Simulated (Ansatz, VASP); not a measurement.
## Two plane-wave programs on Cd2S3

```xyz
5
Lattice="3.8463 0.0000 0.0000 -1.9231 3.3310 0.0000 0.0000 0.0000 8.3240" Properties=species:S:1:pos:R:3 pbc="T T T"
Cd    0.0000    2.2207    1.6646
Cd    1.9231    1.1103    6.6594
S     0.0000    0.0000    0.0000
S     0.0000    2.2207    5.2776
S     1.9231    1.1103    3.0464
```

Alike in both runs: task relaxation of cell and atoms; functional PBE; k mesh 12 × 12 × 6; occupations gaussian, width 0.1 eV; no spin polarisation.

|  | VASP | Ansatz |
| --- | --- | --- |
| version | VASP 6.6.1 | Ansatz 0.2.0 |
| potentials or method | VASP PAW PBE potentials, release 64 (Cd, S), cutoff 600 eV | scalar-relativistic, plane waves, PAW |
| valence electrons in the cell | 42 | 58 |

Ansatz gave:

```
gap on the k mesh at the Fermi level, each at its own relaxed structure (eV) : none
relaxed volume (Å³/atom)                                                     : 21.34
relaxed cell length with the largest relative difference (Å)                 : 8.276
```

**Question.** What did VASP give for the same quantities?

**Answer.** gap on the k mesh at the Fermi level, each at its own relaxed structure (eV): none; relaxed volume (Å³/atom): 21.41; relaxed cell length with the largest relative difference (Å): 8.294.

A gap of «none» marks a metal or a gap that the smearing closes. VASP's potentials hold 42 valence electrons a cell and Ansatz's 58, so a difference there can come from the potentials and not from the codes.
